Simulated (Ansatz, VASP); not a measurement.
**Two plane-wave programs on In2S**

```
CELL_PARAMETERS angstrom
3.98802 0.00000 0.00000
0.00000 3.98802 0.00000
0.00000 0.00000 5.40495
ATOMIC_POSITIONS crystal
In 0.50000 0.00000 0.66029
In 0.00000 0.50000 0.33971
S 0.00000 0.00000 0.00000
```

Change from the starting cell: species swapped into the Ta2H type (P-4m2, No. 115).

Alike in both runs: functional PBE; k mesh 4 × 4 × 4; occupations gaussian, width 0.1 eV; no spin polarisation.

Ansatz relaxed the structure, and its values are those at the end. VASP's run is a single point on that final structure, the one shown.

|  | VASP | Ansatz |
| --- | --- | --- |
| version | VASP 6.6.1 | Ansatz 0.2.0 |
| potentials or method | VASP PAW PBE potentials, release 64 (In_d, S), cutoff 520 eV | scalar-relativistic, plane waves, PAW |
| valence electrons in the cell | 32 | 32 |

|  | VASP | Ansatz | Ansatz less VASP |
| --- | --- | --- | --- |
| gap on the k mesh at the Fermi level (eV) | none | none | - |
| pressure (GPa) | 0.1 | 0.1 | +0.04 |
| rms of the force components (eV/Å) | 0.009 | 0.005 | -0.0036 |

A gap of «none» marks a metal or a gap that the smearing closes. The functional is the same, so the differences come from potentials, cutoffs and numerics.

The k mesh is coarse, so the values compare programs but aren't converged.
